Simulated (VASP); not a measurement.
A run of VASP 6.6.1:

INCAR

```
PREC = Accurate
ENCUT = 600
EDIFF = 1E-6
ISMEAR = 0
SIGMA = 0.01
LREAL = False
LASPH = True
NELM = 120
ALGO = Normal
ISIF = 2
LWAVE = False
LCHARG = False
NBANDS = 11
GGA_COMPAT = False
```

Contents of KPOINTS:

```
Automatic mesh
0
Gamma
  10 10 10
```

Contents of POSCAR:

```
MgO
1.0
    0.0000000000      1.7350611112      1.7350611112
    1.7350611112      0.0000000000      1.7350611112
    1.7350611112      1.7350611112      0.0000000000
Mg O
1 1
Direct
    0.0000000000      0.0000000000      0.0000000000
    0.5000000000      0.5000000000      0.5000000000
```

Potentials or basis: VASP PAW LDA potentials, release 64 (Mg, O).

Run with:

```console
$ cat potpaw_LDA.64/Mg/POTCAR potpaw_LDA.64/O/POTCAR > POTCAR
$ mpirun -np 1 vasp_std > vasp.out
```

Hardware: 1 thread of Intel Xeon 8259CL, with other jobs on the host.

**Question.** Estimate the wall time of this run.

**Answer.** Run time: 9.6 s on 1 thread of Intel Xeon 8259CL, on a shared host, peak memory 0.12 GiB. Counts: scf iterations 12, k points 47.
